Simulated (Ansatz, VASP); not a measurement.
GaP: VASP beside Ansatz

```xyz
4
Lattice="1.7876 1.0321 6.1736 -1.7876 1.0321 6.1736 0.0000 -2.0641 6.1736" Properties=species:S:1:pos:R:3 pbc="T T T"
Ga    0.0000    0.0000    8.0634
Ga    0.0000    0.0000   10.4573
P     0.0000    0.0000    1.0629
P     0.0000    0.0000   17.4578
```

Change from the starting cell: strain -0.080 along x and y, -0.040 along z, atoms carried along.

Alike in both runs: task single point; functional PBEsol; k mesh 9 × 9 × 9; occupations gaussian, width 0.05 eV; no spin polarisation.

|  | VASP | Ansatz |
| --- | --- | --- |
| version | VASP 6.6.1 | Ansatz 0.2.0 |
| potentials or method | VASP PAW PBE potentials, release 64 (Ga_d, P), cutoff 520 eV | scalar-relativistic, plane waves, PAW |
| valence electrons in the cell | 36 | 36 |

```tsv
	VASP	Ansatz	Ansatz less VASP
gap on the k mesh at the Fermi level (eV)	0.36	0.35	-0.009
least direct gap on the mesh (eV)	1.53	1.53	-0.003
pressure (GPa)	19.2	19.3	+0.14
traceless stress, the component that is largest in VASP (GPa)	-6.29	-6.32	-0.027
rms of the force components (eV/Å)	0.369	0.373	+0.0033
```

VASP's potentials were made for PBE, not for PBEsol. Atom by atom the forces differ by 0.005 eV/Å (rms over components). The functional is the same, so the differences come from potentials, cutoffs and numerics.
